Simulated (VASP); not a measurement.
# RbCl (Fm-3m) in VASP: density of states with PBE

Aim: the density of states of RbCl with PBE.

Everything below comes from runs of VASP 6.6.1. Logs are shortened: lines on timing, memory, paths and dates and some standing lists are left out, and cuts for length are marked.

## Step 1: The cell of the first run

Symmetry: Fm-3m, No. 225, cubic system. The conventional cell has a = 6.698 Å, b = 6.698 Å, c = 6.698 Å, α = 90.00°, β = 90.00°, γ = 90.00°. Rb (site symmetry m-3m) has 6 Cl at 3.35 Å within 4.4 Å. Within 4.4 Å of Cl (site symmetry m-3m) lie 6 Rb at 3.35 Å.

## Step 2: Density of states, PBE

File POSCAR:

```
RbCl
1.0
    0.0000000000      3.3491260091      3.3491260091
    3.3491260091      0.0000000000      3.3491260091
    3.3491260091      3.3491260091      0.0000000000
Rb Cl
1 1
Direct
    0.0000000000      0.0000000000      0.0000000000
    0.5000000000      0.5000000000      0.5000000000
```

File INCAR.step1:

```
PREC = Accurate ; ENCUT = 400
EDIFF = 1E-6 ; ISMEAR = 0
SIGMA = 0.02 ; LREAL = False
LASPH = True ; NELM = 120
ALGO = Normal ; ISIF = 2
LWAVE = False ; LCHARG = True
GGA = PE ; NBANDS = 15
GGA_COMPAT = False ; NEDOS = 2001
LORBIT = 11
```

File KPOINTS.step1:

```
regular mesh
0
Gamma
  6 6 6
```

File INCAR.step2:

```
PREC = Accurate ; ENCUT = 400
EDIFF = 1E-6 ; ISMEAR = -5
SIGMA = 0.02 ; LREAL = False
LASPH = True ; NELM = 120
ALGO = Normal ; ISIF = 2
LWAVE = False ; LCHARG = False
GGA = PE ; LORBIT = 11
NEDOS = 1001 ; ICHARG = 11
GGA_COMPAT = False
```

File KPOINTS.step2:

```
regular mesh
0
Gamma
  9 9 9
```

Potentials or basis: VASP PAW PBE potentials, release 64 (Rb_sv, Cl).

Command:

```
> cat potpaw_PBE.64/Rb_sv/POTCAR potpaw_PBE.64/Cl/POTCAR > POTCAR
> cp INCAR.step1 INCAR
> cp KPOINTS.step1 KPOINTS
> mpirun -np 1 vasp_std > vasp.out
> cp INCAR.step2 INCAR
> cp KPOINTS.step2 KPOINTS
> mpirun -np 1 vasp_std > vasp.out
```

OUTCAR:

```text
PREC = Accurate
   ENCUT = 400
   EDIFF = 1E-6
   ISMEAR = -5
   LREAL = False
   LASPH = True
   NELM = 120
   ISIF = 2
   GGA = PE
   LORBIT = 11
   ICHARG = 11

 ion  position               nearest neighbor table
   1  0.000  0.000  0.000-   2 3.35   2 3.35   2 3.35   2 3.35   2 3.35   2 3.35
   2  0.500  0.500  0.500-   1 3.35   1 3.35   1 3.35   1 3.35   1 3.35   1 3.35

  LATTYP: Found a face centered cubic cell.
 ALAT       =     6.6982520182

  Lattice vectors:

 A1 = (   0.0000000000,   3.3491260091,   3.3491260091)
 A2 = (   3.3491260091,   0.0000000000,   3.3491260091)
 A3 = (   3.3491260091,   3.3491260091,   0.0000000000)

Analysis of symmetry for initial positions (statically):
=====================================================================
 Subroutine PRICEL returns:
 Original cell was already a primitive cell.

 Routine SETGRP: Setting up the symmetry group for a
 face centered cubic supercell.

 Subroutine GETGRP returns: Found 48 space group operations
 (whereof 48 operations were pure point group operations)
 out of a pool of 48 trial point group operations.

The static configuration has the point symmetry O_h .

Analysis of symmetry for dynamics (positions and initial velocities):
=====================================================================
 Subroutine PRICEL returns:
 Original cell was already a primitive cell.

 Routine SETGRP: Setting up the symmetry group for a
 face centered cubic supercell.

 Subroutine GETGRP returns: Found 48 space group operations
 (whereof 48 operations were pure point group operations)
 out of a pool of 48 trial point group operations.

The dynamic configuration has the point symmetry O_h .

 Subroutine INISYM returns: Found 48 space group operations
 (whereof 48 operations are pure point group operations),
 and found     1 'primitive' translations

----------------------------------------------------------------------------------------

                                     Primitive cell

  volume of cell :      75.1319

  direct lattice vectors                    reciprocal lattice vectors
     0.000000000  3.349126009  3.349126009    -0.149292681  0.149292681  0.149292681
     3.349126009  0.000000000  3.349126009     0.149292681 -0.149292681  0.149292681
     3.349126009  3.349126009  0.000000000     0.149292681  0.149292681 -0.149292681

  length of vectors
     4.736379424  4.736379424  4.736379424     0.258582508  0.258582508  0.258582508

  position of ions in fractional coordinates (direct lattice)
     0.000000000  0.000000000  0.000000000
     0.500000000  0.500000000  0.500000000

  ion indices of the primitive-cell ions
   primitive index   ion index
                 1           1
                 2           2

----------------------------------------------------------------------------------------

 KPOINTS: regular mesh

Automatic generation of k-mesh.
 Grid dimensions read from file:
 generate k-points for:    9    9    9

 Generating k-lattice:

  Cartesian coordinates                     Fractional coordinates (reciprocal lattice)
    -0.016588076  0.016588076  0.016588076     0.111111111  0.000000000  0.000000000
     0.016588076 -0.016588076  0.016588076     0.000000000  0.111111111  0.000000000
     0.016588076  0.016588076 -0.016588076     0.000000000  0.000000000  0.111111111

  Length of vectors
     0.028731390  0.028731390  0.028731390

  Shift w.r.t. Gamma in fractional coordinates (k-lattice)
     0.000000000  0.000000000  0.000000000

 TETIRR: Found    115 inequivalent tetrahedra from     4374

 Subroutine IBZKPT returns following result:
 ===========================================

 Found     35 irreducible k-points:

 Following reciprocal coordinates:
            Coordinates               Weight
  0.000000  0.000000  0.000000      1.000000
  0.111111  0.000000  0.000000      8.000000
  0.222222  0.000000  0.000000      8.000000
  0.333333  0.000000  0.000000      8.000000
  0.444444  0.000000  0.000000      8.000000
  0.111111  0.111111  0.000000      6.000000
[... 16 lines left out ...]
 -0.333333  0.333333  0.000000     12.000000
  0.444444  0.444444  0.000000      6.000000
 [... further k-points ...]
   k-points           NKPTS =     35   k-points in BZ     NKDIM =     35   number of bands    NBANDS=     12
   number of dos      NEDOS =   1001   number of ions     NIONS =      2
   total plane-waves  NPLWV =  32768
   dimension x,y,z NGX =    32 NGY =   32 NGZ =   32
   dimension x,y,z NGXF=    64 NGYF=   64 NGZF=   64
   ions per type =               1   1
   NGX,Y,Z   is equivalent  to a cutoff of  11.23, 11.23, 11.23 a.u.
   NGXF,Y,Z  is equivalent  to a cutoff of  22.46, 22.46, 22.46 a.u.
 SYSTEM =  unknown system
   PREC   = accura    normal or accurate (medium, high low for compatibility)
   ISTART =      0    job   : 0-new  1-cont  2-samecut
   ICHARG =     11    charge: 1-file 2-atom 10-const
   ISPIN  =      1    spin polarized calculation?
   LNONCOLLINEAR =      F non collinear calculations
   LSORBIT =      F    spin-orbit coupling
   LASPH  =      T    aspherical Exc in radial PAW
   ENCUT  =  400.0 eV  29.40 Ry    5.42 a.u.   7.72  7.72  7.72*2*pi/ulx,y,z
   NELM   =    120;   NELMIN=  2; NELMDL=  0     # of ELM steps
   EDIFF  = 0.1E-05   stopping-criterion for ELM
   LREAL  =      F    real-space projection
   EDIFFG = 0.1E-04   stopping-criterion for IOM
   NSW    =      0    number of steps for IOM
   IBRION =     -1    ionic relax: 0-MD 1-quasi-New 2-CG
   NFREE  =      0    steps in history (QN), initial steepest desc. (CG)
   ISIF   =      2    stress and relaxation
   ISYM   =      2    0-nonsym 1-usesym 2-fastsym
   POTIM  = 0.5000    time-step for ionic-motion
   TEBEG  =    0.0;   TEEND  =   0.0 temperature during run
   PSTRESS=    0.0 pullay stress
   NELECT =      16.0000    total number of electrons
   NUPDOWN=      -1.0000    fix difference up-down
   EMIN   =  10.00;   EMAX   =-10.00  energy-range for DOS
   EFERMI =   0.00;   METHOD = LEGACY
   ISMEAR =    -5;   SIGMA  =   0.02  broadening in eV -4-tet -1-fermi 0-gaus
   EFERMI_NEDOS =   21; number of points for ismear=-14 and -15
   IALGO  =     38    algorithm
   IMIX   =      4    mixing-type and parameters
     AMIX     =   0.40;   BMIX     =  1.00
     AMIX_MAG =   1.60;   BMIX_MAG =  1.00
  volume/ion in A,a.u.               =      37.57       253.51
  Fermi-wavevector in a.u.,A,eV,Ry     =   0.977627  1.847448 13.003839  0.955755
  Thomas-Fermi vector in A             =   2.108340
   LORBIT       =     11    0 simple, 1 ext, 2 COOP (PROOUT), +10 PAW based schemes
   GGA     = PE    functional components
   LHFCALC =     F    Hartree Fock is set to
   AEXX    =    0.0000 exact exchange contribution
   IVDW    =     0    specifies the selected vdW correction
   LEPSILON=     F    determine dielectric tensor
   LRPA    =     F    only Hartree local field effects (RPA)
 non-spin polarized calculation
 Fermi weights with tetrahedron method with Bloechl corrections
  energy-cutoff  :      400.00
  volume of cell :       75.13
 maximum number of plane-waves:      1384

 number of electron      16.0000001 magnetization

 Free energy of the ion-electron system (eV)
  ---------------------------------------------------
  ext. energy  EPLUGINS =         0.00000000
  ---------------------------------------------------
  free energy    TOTEN  =        -6.67596458 eV

  energy without entropy =       -6.67596458  energy(sigma->0) =       -6.67596458

 E-fermi :  -2.0635     XC(G=0):  -7.1419

 val. band max:       -2.0667945774   @ k =   0.0000   0.0000   0.0000
 cond. band min:       2.7655040547   @ k =   0.0000   0.0000   0.0000
 fundamental gap:      4.8322986321
 Fermi energy:        -2.0635397168

 k-point     1 :       0.0000    0.0000    0.0000
  band No.  band energies     occupation
      1     -26.1184      2.00000
      2     -14.0219      2.00000
      3     -10.1674      2.00000
      4     -10.1674      2.00000
      5     -10.1674      2.00000
      6      -2.0668      2.00000
      7      -2.0668      2.00000
      8      -2.0668      2.00000
      9       2.7655      0.00000
     10       5.8860      0.00000
     11       5.8860      0.00000
     12       5.8860      0.00000

 k-point     2 :       0.1111    0.0000    0.0000
  band No.  band energies     occupation
      1     -26.1170      2.00000
      2     -14.0275      2.00000
      3     -10.1688      2.00000
      4     -10.1688      2.00000
      5     -10.1656      2.00000
      6      -2.1801      2.00000
      7      -2.1035      2.00000
      8      -2.1035      2.00000
      9       3.0391      0.00000
     10       5.7861      0.00000
     11       6.0324      0.00000
     12       6.0324      0.00000

 k-point     3 :       0.2222    0.0000    0.0000
  band No.  band energies     occupation
      1     -26.1135      2.00000
      2     -14.0415      2.00000
      3     -10.1722      2.00000
      4     -10.1722      2.00000
      5     -10.1610      2.00000
      6      -2.4353      2.00000
      7      -2.1937      2.00000
      8      -2.1937      2.00000
      9       3.7497      0.00000
     10       5.6524      0.00000
     11       6.4579      0.00000
     12       6.4579      0.00000

 k-point     4 :       0.3333    0.0000    0.0000
  band No.  band energies     occupation
      1     -26.1094      2.00000
      2     -14.0573      2.00000
      3     -10.1760      2.00000
      4     -10.1760      2.00000
      5     -10.1560      2.00000
      6      -2.6864      2.00000
      7      -2.2920      2.00000
      8      -2.2920      2.00000
      9       4.6479      0.00000
     10       5.6530      0.00000
     11       7.1069      0.00000
     12       7.1069      0.00000

 k-point     5 :       0.4444    0.0000    0.0000
  band No.  band energies     occupation
      1     -26.1068      2.00000
      2     -14.0676      2.00000
      3     -10.1785      2.00000
      4     -10.1785      2.00000
      5     -10.1529      2.00000
      6      -2.8341      2.00000
      7      -2.3540      2.00000
      8      -2.3540      2.00000
      9       5.3718      0.00000
     10       5.7138      0.00000
     11       7.7641      0.00000
     12       7.7642      0.00000
[... 228 lines left out ...]
      1     -26.1046      2.00000
      2     -14.0010      2.00000
      3     -10.3098      2.00000
      4     -10.2350      2.00000
      5     -10.2330      2.00000
      6      -2.4810      2.00000
      7      -2.2209      2.00000
      8      -2.1899      2.00000
      9       4.4496      0.00000
     10       5.3501      0.00000
     11       7.6614      0.00000
     12       7.8630      0.00000

 k-point    22 :      -0.4444    0.3333    0.0000
  band No.  band energies     occupation
      1     -26.1034      2.00000
      2     -14.0053      2.00000
      3     -10.3330      2.00000
      4     -10.2265      2.00000
      5     -10.2200      2.00000
      6      -2.4422      2.00000
      7      -2.3377      2.00000
      8      -2.2530      2.00000
      9       4.7526      0.00000
     10       6.1074      0.00000
     11       7.0129      0.00000
     12       7.6841      0.00000

 k-point    23 :      -0.3333    0.3333    0.0000
  band No.  band energies     occupation
      1     -26.1037      2.00000
      2     -14.0212      2.00000
      3     -10.3165      2.00000
      4     -10.2077      2.00000
      5     -10.1954      2.00000
      6      -2.5648      2.00000
      7      -2.3187      2.00000
      8      -2.3158      2.00000
      9       5.2093      0.00000
     10       6.1113      0.00000
     11       7.1676      0.00000
     12       7.3017      0.00000

 k-point    24 :       0.4444    0.4444    0.0000
  band No.  band energies     occupation
      1     -26.1034      2.00000
      2     -13.9829      2.00000
      3     -10.3606      2.00000
      4     -10.2475      2.00000
      5     -10.2475      2.00000
      6      -2.4156      2.00000
      7      -2.1701      2.00000
      8      -2.1701      2.00000
      9       4.2041      0.00000
     10       5.5866      0.00000
     11       7.5129      0.00000
     12       7.8393      0.00000

 [... further k-points ...]
[... 5 lines left out ...]
  --------------------------------------------------------------------------------------
  -------------------------------------------------------------------------------------
  Total        0.0008208      0.0008208      0.0008208     -0.0000000      0.0000000      0.0000000
  in kB        0.0175032      0.0175032      0.0175032     -0.0000000      0.0000000      0.0000000
  external PRESSURE =       0.0175032 kB  Pullay stress =       0.0000000 kB

 VOLUME and BASIS-vectors are now :
 -----------------------------------------------------------------------------
  energy-cutoff  :      400.00
  volume of cell :       75.13
      direct lattice vectors                 reciprocal lattice vectors
     0.000000000  3.349126009  3.349126009    -0.149292681  0.149292681  0.149292681
     3.349126009  0.000000000  3.349126009     0.149292681 -0.149292681  0.149292681
     3.349126009  3.349126009  0.000000000     0.149292681  0.149292681 -0.149292681

 POSITION                                       TOTAL-FORCE (eV/Angst)
 -----------------------------------------------------------------------------------
      0.00000      0.00000      0.00000        -0.000000     -0.000000     -0.000000
      3.34913      3.34913      3.34913         0.000000      0.000000      0.000000
 -----------------------------------------------------------------------------------
    total drift:                                0.000000     -0.000000     -0.000000

  FREE ENERGIE OF THE ION-ELECTRON SYSTEM (eV)
  ---------------------------------------------------
  free  energy   TOTEN  =        -6.6759645781 eV

  energy  without entropy=       -6.6759645781  energy(sigma->0) =       -6.67596458

 total charge

# of ion       s       p       d       tot
------------------------------------------
    1        1.938   5.357   0.020   7.315
    2        1.589   3.555   0.000   5.143
--------------------------------------------------
tot          3.527   8.911   0.020  12.458
```

Wall time 32 s (1 thread of Intel Xeon 8259CL, shared host); peak memory 0.17 GiB.

Results:

```
Valence electrons inside the program's atomic spheres : Rb 7.32; Cl 5.14
```

Levels at points of the mesh, in eV from the valence-band top:
| k point | band 5 | band 6 | band 7 | band 8 | band 9 | band 10 | band 11 | band 12 |
| --- | --- | --- | --- | --- | --- | --- | --- | --- |
| (0.00, 0.00, 0.00) | -8.10 | 0.00 | 0.00 | 0.00 | 4.83 | 7.95 | 7.95 | 7.95 |
